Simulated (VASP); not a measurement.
Cd3Ga2O, 6 atoms in the cell. It takes space group P3m1 (No. 156, trigonal). Conventional cell: a = 4.122 Å, b = 4.122 Å, c = 10.016 Å, α = 90.00°, β = 90.00°, γ = 120.00°. Within 3.3 Å of Cd (site symmetry 3m) lie 4 Ga at 2.54 Å. Cd (site symmetry 3m) has 3 O at 2.49 Å and 1 Ga at 2.55 Å within 3.3 Å. Within 3.2 Å of Cd (site symmetry 3m) lie 1 O at 2.45 Å and 3 Ga at 2.54 Å. Ga (site symmetry 3m) has 4 Cd at 2.54 Å within 3.3 Å. Ga (site symmetry 3m) has 4 Cd at 2.54 to 2.55 Å within 3.3 Å. O (site symmetry 3m) has 4 Cd at 2.45 to 2.49 Å within 3.2 Å. The cell was built from a structure type or drawn by symmetry, and may not be a known phase.

- Program: VASP 6.6.1
- Task: single point
- Functional: PBE
- Potentials or basis: VASP PAW PBE potentials, release 64 (Cd, Ga_d, O)
- Cutoff: 520 eV
- k mesh: 6 × 6 × 2
- Occupations: gaussian, width 0.1 eV
- Spin: no spin polarisation
- Dipole correction: no
- Further INCAR settings: ALGO = Normal; EDIFF = 1e-06; NBANDS = 43

Potentials or basis: VASP PAW PBE potentials, release 64 (Cd, Ga_d, O).

Command:

```bash
$ cat potpaw_PBE.64/Cd/POTCAR potpaw_PBE.64/Ga_d/POTCAR potpaw_PBE.64/O/POTCAR > POTCAR
$ mpirun -np 1 vasp_std > vasp.out
```

Hardware: 1 thread of Oxide Virtual Turin-like Processor, with other jobs on the host.

Problem. How long does it take, and how much memory?

Solution. Wall time 2.5 min on 1 thread of Oxide Virtual Turin-like Processor, with other jobs on the host, peak memory 0.27 GiB. Counts: scf iterations 15, k points 14.
